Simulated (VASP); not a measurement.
Set up this calculation in VASP 6.6.1, as the native input.

```
Task                   : single point
Functional             : LDA
Potentials or basis    : VASP PAW LDA potentials, release 64 (Pt)
Cutoff                 : 520 eV
k mesh                 : 12 × 9 × 1
Occupations            : fermi-dirac, width 0.08 eV
Spin                   : no spin polarisation
Dipole correction      : yes
Further INCAR settings : ALGO = Normal; EDIFF = 1e-07; NBANDS = 33
```

The structure of Pt lies in POSCAR:

```
Pt
1.0
    2.7538682155      0.0000000000      0.0000000000
    0.0000000000      3.8945577794      0.0000000000
    0.0000000000      0.0000000000     21.5077000000
Pt
5
Direct
    0.0000000000      0.0000000000      0.3782034898
    0.5000000000      0.5000000000      0.4320558010
    0.0000000000      0.0000000000      0.5000000002
    0.5000000000      0.5000000000      0.5679441988
    0.0000000000      0.0000000000      0.6217965103
```

These files were run (other wordings do the same):

INCAR

```
SYSTEM = Pt
ALGO     = Normal         ! electronic algorithm
DIPOL    = 0.5 0.5 0.500
EDIFF    = 1E-7           ! SCF threshold, eV
ENCUT    = 520            ! plane-wave cutoff, eV
IDIPOL   = 3            
ISIF     = 2              ! what is computed and relaxed
ISMEAR   = -1             ! smearing method
LASPH    = .TRUE.         ! aspherical terms in the spheres
LCHARG   = .FALSE.        ! write CHGCAR
LDIPOL   = .TRUE.       
LREAL    = .FALSE.        ! projectors in reciprocal space
LWAVE    = .FALSE.        ! write WAVECAR
NBANDS   = 33             ! bands
NELM     = 100            ! most SCF steps
PREC     = Accurate       ! precision mode
SIGMA    = 0.08           ! smearing width, eV
```

KPOINTS

```
k-points
0
G
  12 9 1
  0 0 0
```

Potentials or basis: VASP PAW LDA potentials, release 64 (Pt).

Command:

```sh
$ cat potpaw_LDA.64/Pt/POTCAR > POTCAR
$ mpirun -np 1 vasp_std > vasp.out
```

Results of the run:

```
Largest force          : 0.052 eV/Å
Band gap on the k mesh : zero (band 25 reaches 0.49 eV, above the bottom of band 26 at -0.42 eV)
```

Caveat: spin-orbit coupling is left out, which moves the levels of the heavy elements.

It took 6.2 min on 1 thread of Intel Xeon 6975P-C, with other jobs on the host, peak memory 0.36 GiB.
